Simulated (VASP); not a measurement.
Write the native input for VASP 6.6.1 that does the following.

```yaml
Task: single point
Functional: PBE
Potentials_or_basis: VASP PAW PBE potentials, release 64 (Al, F, Li_sv)
Cutoff: 520 eV
k_mesh: 1 × 1 × 1
Occupations: fermi-dirac, width 0.05 eV
Spin: no spin polarisation
Dipole_correction: no
Further_INCAR_settings: LREAL = Auto; ALGO = Normal; EDIFF = 1e-06; NBANDS = 84; ISYM = 0
```

The structure of Li2AlF5 lies in POSCAR:

```
Li2AlF5
1.0
    6.1911310000     -0.0229290000     -0.1913040000
   -0.0229290000      6.2658620000     -0.0128380000
   -0.1913040000     -0.0128380000      6.2422390000
Al F Li
3 15 6
Direct
    0.5310491616      0.4815776655      0.4207639795
    0.0924219437      0.1159747592      0.8445781348
    0.5962264228      0.8848080458      0.9276550714
    0.7954031768      0.1159386454      0.8755065658
    0.6721152764      0.9567893113      0.2159102851
    0.8288218384      0.6974580100      0.9290844037
    0.3776587586      0.7385267218      0.9957301919
    0.5964843758      0.8757012429      0.6305772816
    0.7945029809      0.6074649455      0.4501760079
    0.4094757206      0.2301372041      0.3778698388
    0.0813960780      0.9061182681      0.6500773427
    0.0887252521      0.3822898636     -0.0038831687
    0.6114347132      0.4406675760      0.1470347734
    0.3969408231      0.1125257180      0.8869889430
    0.3028805756      0.6348740547      0.3741599414
    0.0806592789     -0.0109698491      0.1148156313
    0.5445346968      0.4700557645      0.7006478351
    0.0467892221      0.2967264729      0.6334554540
    0.0889644866      0.6844542606      0.1075771508
    0.3542293984      0.9597164394      0.4378908498
    0.8488376484      0.8768256919      0.4742783360
    0.8596796237      0.4997339687      0.7224248760
    0.8116694112      0.2423009128      0.1325217224
    0.3763123687      0.4248798515      0.9641727382
```

One way to write it, as run:

INCAR

```
PREC = Accurate
ENCUT = 520
EDIFF = 1E-6
ISMEAR = -1
SIGMA = 0.05
LREAL = Auto
LASPH = True
NELM = 100
ALGO = Normal
ISIF = 2
LWAVE = False
LCHARG = False
GGA = PE
NBANDS = 84
ISYM = 0
```

KPOINTS

```
regular mesh
0
Gamma
  1 1 1
```

Potentials or basis: VASP PAW PBE potentials, release 64 (Al, F, Li_sv).

Command:

```console
$ cat potpaw_PBE.64/Al/POTCAR potpaw_PBE.64/F/POTCAR potpaw_PBE.64/Li_sv/POTCAR > POTCAR
$ mpirun -np 1 vasp_gam > vasp.out
```

Results of the run:

```yaml
Largest_force: 1.740 eV/Å
```

Caveat: the k points lie up to 1.02 Å⁻¹ apart, too coarse for converged energies, forces and pressures; the atoms stand as in a frame of molecular dynamics.

It took 55 s on 1 thread of AMD EPYC 7R13, with other jobs on the host, peak memory 0.26 GiB.
